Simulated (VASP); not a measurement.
Here is a VASP 6.6.1 calculation.

The input INCAR:

```
PREC = Accurate
ENCUT = 600
EDIFF = 1E-6
ISMEAR = -1
SIGMA = 0.05
LREAL = False
LASPH = True
NELM = 150
ALGO = Normal
ISIF = 3
LWAVE = False
LCHARG = False
ISPIN = 2
MAGMOM = 1
LORBIT = 11
LMAXMIX = 4
GGA = PE
IBRION = 2
NSW = 60
EDIFFG = -0.01
PSTRESS = 200.0
```

File KPOINTS:

```
Automatic mesh
0
Gamma
  13 13 13
```

POSCAR

```
Ni
1.0
    0.0000000000      1.7375729330      1.7375729330
    1.7375729330      0.0000000000      1.7375729330
    1.7375729330      1.7375729330      0.0000000000
Ni
1
Direct
    0.0000000000      0.0000000000      0.0000000000
```

Potentials or basis: VASP PAW PBE potentials, release 64 (Ni).

Command:

```sh
$ cat potpaw_PBE.64/Ni/POTCAR > POTCAR
$ mpirun -np 1 vasp_std > vasp.out
```

Q: Estimate the relaxed cell.

A: a = 2.419 Å, b = 2.419 Å, c = 2.419 Å, α = 60.00°, β = 60.00°, γ = 60.00°.

Q: What does it give for the relaxed volume?

A: 10.01 Å³/atom.

Q: Estimate the space group after relaxing (to 0.1 Å).

A: Fm-3m (No. 225).

Step by step:
```tsv
step	energy change (eV)	largest force (eV/Å)	pressure (GPa)	volume (Å³)
1	0.0000	0.0000	7.86	10.49
2	0.1744	0.0000	44.21	9.33
3	0.0396	0.0000	19.80	10.02
4	0.0407	0.0000	20.02	10.01
```

Caveat: the cell is relaxed towards a set pressure, so the run minimises the enthalpy, not the energy.
